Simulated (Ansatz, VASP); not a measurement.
Two plane-wave programs on Zr2TiO6

```
Zr Ti O
1.0
     7.47015   -1.59540   -0.00005
     7.47015    1.59540   -0.00005
    -0.18164    0.00000    4.89360
Zr Ti O
2 1 6
Direct
  0.34650 0.34650 0.98377
  0.65350 0.65350 0.01623
  0.00000 0.00000 0.50000
  0.44128 0.44128 0.67925
  0.77779 0.77779 0.80518
  0.09282 0.09282 0.79025
  0.90718 0.90718 0.20975
  0.22221 0.22221 0.19482
  0.55872 0.55872 0.32075
```

Alike in both runs: functional PBE; k mesh 10 × 10 × 6; occupations gaussian, width 0.02 eV; no spin polarisation.

Ansatz relaxed the structure, and its values are those at the end. VASP's run is a single point on that final structure, the one shown.

|  | VASP | Ansatz |
| --- | --- | --- |
| version | VASP 6.6.1 | Ansatz 0.2.0 |
| potentials or method | VASP PAW PBE potentials, release 64 (Zr_sv, Ti_sv, O), cutoff 520 eV | scalar-relativistic, plane waves, PAW |
| valence electrons in the cell | 72 | 72 |

Ansatz gave:

- gap on the k mesh at the Fermi level (eV): 2.38
- least direct gap on the mesh (eV): 2.49
- pressure (GPa): 0.0
- rms of the force components (eV/Å): 0.003

**Question.** Which values does VASP return?

**Answer.** gap on the k mesh at the Fermi level (eV): 2.36; least direct gap on the mesh (eV): 2.46; pressure (GPa): 0.4; rms of the force components (eV/Å): 0.015.

The functional is the same, so the differences come from potentials, cutoffs and numerics.
